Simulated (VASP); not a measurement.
Here is a VASP 6.6.1 calculation.

File INCAR:

```
SYSTEM = SnO2
PREC = Accurate ; ENCUT = 520
EDIFF = 1E-6 ; ISMEAR = 0
SIGMA = 0.02 ; LREAL = .False.
LASPH = .True. ; NELM = 60
ALGO = Normal ; ISIF = 2
LWAVE = .False. ; LCHARG = .False.
GGA = CA ; NBANDS = 35
```

KPOINTS

```
regular mesh
0
Gamma
  6 6 8
  0 0 0
```

File POSCAR:

```
SnO2
1.0
    4.7419930722      0.0000000000      0.0000000000
    0.0000000000      4.7429094636      0.0000000000
    0.0000000000      0.0000000000      3.1954730973
Sn O
2 4
Direct
    0.5000000000      0.5000000000      0.5000000000
    0.0000000000      0.0000000000      0.0000000000
    0.3060446105      0.3063929253      0.0000000000
    0.8060446105      0.1936070747      0.5000000000
    0.1939553895      0.8063929253      0.5000000000
    0.6939553895      0.6936070747      0.0000000000
```

Potentials or basis: VASP PAW LDA potentials, release 64 (Sn_d, O).

The run is started by

```console
$ cat potpaw_LDA.64/Sn_d/POTCAR potpaw_LDA.64/O/POTCAR > POTCAR
$ mpirun -np 1 vasp_std > vasp.out
```

Q: Predict the largest force.

A: 0.020 eV/Å.

Q: Predict the band gap on the k mesh.

A: 1.09 eV, direct.

Q: Predict the pressure.

A: -1.0 GPa.

Stress tensor (GPa, compression positive):
```
-1.12  0.00  0.00
 0.00 -1.13  0.00
 0.00  0.00 -0.61
```

Caveat: spin-orbit coupling is left out, which moves the levels of the heavy elements. Expect the measured gap to be larger: semilocal functionals such as LDA lack the derivative discontinuity.
